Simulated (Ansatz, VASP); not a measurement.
# Two plane-wave programs on Co

```
Co
1.0
     4.53314    0.00000    0.00000
     0.00000    4.53314    0.00000
     0.00000    0.00000    4.53314
Co
8
Direct
  0.00000 0.00000 0.00000
  0.50000 0.50000 0.50000
  0.25000 0.00000 0.50000
  0.75000 0.00000 0.50000
  0.50000 0.25000 0.00000
  0.50000 0.75000 0.00000
  0.00000 0.50000 0.25000
  0.00000 0.50000 0.75000
```

Alike in both runs: functional BLYP; k mesh 6 × 6 × 6; occupations fermi-dirac, width 0.05 eV; collinear spin.

Ansatz relaxed the structure, and its values are those at the end. VASP's run is a single point on that final structure, the one shown.

|  | VASP | Ansatz |
| --- | --- | --- |
| version | VASP 6.6.1 | Ansatz 0.2.0 |
| potentials or method | VASP PAW PBE potentials, release 64 (Co), cutoff 520 eV | plane waves (420 eV) with PAW, scalar-relativistic |
| valence electrons in the cell | 72 | 136 |

|  | VASP | Ansatz | Ansatz less VASP |
| --- | --- | --- | --- |
| pressure (GPa) | -0.4 | 0.0 | +0.37 |
| net moment per atom (μB) | 1.69 | 1.70 | +0.017 |
| size of the moment on the site where the two differ most (μB) | 1.67 | 1.73 | +0.060 |

VASP's potentials were made for PBE, not for BLYP. Site moments also hang on the region over which each program counts them. The functional is the same, so the differences come from potentials, cutoffs and numerics. VASP's potentials hold 72 valence electrons a cell and Ansatz's 136, so a difference there can come from the potentials and not from the codes.
